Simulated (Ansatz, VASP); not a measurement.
One calculation of Rh, two programs

```
Rh
1.0
     2.99832    0.00000    0.00000
    -1.49916    2.09034    0.00000
     0.00000    0.00000    8.34881
Rh
4
Cartesian
  0.0000 0.0000 0.0000
  0.0000 1.3936 2.0872
  0.0000 0.0000 4.1744
  1.4992 0.6968 6.2616
```

Change from the starting cell: strain +e along x and -e along y +0.1100, strain +e along z and -e/2 along x and y -0.0367.

Alike in both runs: task single point; functional LDA; k mesh 18 × 18 × 6; occupations gaussian, width 0.15 eV; no spin polarisation.

```csv
,VASP,Ansatz
version,VASP 6.6.1,Ansatz 0.2.0
potentials or method,"VASP PAW LDA potentials, release 64 (Rh_pv), cutoff 520 eV","scalar-relativistic, plane waves, PAW"
valence electrons in the cell,60,68
```

Ansatz gave:

```
gap on the k mesh at the Fermi level (eV)                     : none
pressure (GPa)                                                : 12.8
traceless stress, the component that is largest in VASP (GPa) : 18.14
rms of the force components (eV/Å)                            : 0.394
```

Task: What did VASP give for the same quantities?

Result: gap on the k mesh at the Fermi level (eV): none; pressure (GPa): 13.8; traceless stress, the component that is largest in VASP (GPa): 18.21; rms of the force components (eV/Å): 0.399.

Ansatz warns that its potentials were made for another functional, while VASP's fit it. LDA's correlation is that of Perdew and Zunger in VASP and of Perdew and Wang (1992) in Ansatz. Atom by atom the forces differ by 0.005 eV/Å (rms over components). A gap of «none» marks a metal or a gap that the smearing closes. VASP's potentials hold 60 valence electrons a cell and Ansatz's 68, so a difference there can come from the potentials and not from the codes.
